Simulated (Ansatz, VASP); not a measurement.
## Two plane-wave programs on CsH2

```xyz
6
Lattice="4.1182 0.0000 0.0000 0.0000 4.1182 0.0000 0.0000 0.0000 6.2835" Properties=species:S:1:pos:R:3 pbc="T T T"
Cs    0.0000    2.0591    4.3984
Cs    2.0591    0.0000    1.8850
H     0.0000    0.0000    0.0000
H     2.0591    2.0591    0.0000
H     0.0000    2.0591    1.6965
H     2.0591    0.0000    4.5870
```

Alike in both runs: task relaxation of cell and atoms; functional PBE; k mesh 4 × 4 × 4; occupations gaussian, width 0.1 eV; no spin polarisation.

|  | VASP | Ansatz |
| --- | --- | --- |
| version | VASP 6.6.1 | Ansatz 0.2.0 |
| potentials or method | VASP PAW PBE potentials, release 64 (Cs_sv, H), cutoff 600 eV | scalar-relativistic, plane waves, PAW |
| valence electrons in the cell | 22 | 22 |

```csv
,VASP,Ansatz,Ansatz less VASP
"gap on the k mesh at the Fermi level, each at its own relaxed structure (eV)",none,none,-
relaxed volume (Å³/atom),20.16,20.04,-0.122
relaxed cell length with the largest relative difference (Å),7.483,7.449,-0.0331
```

A gap of «none» marks a metal or a gap that the smearing closes.

The k mesh is coarse, so the values compare programs but aren't converged. Spin-orbit coupling is off throughout.
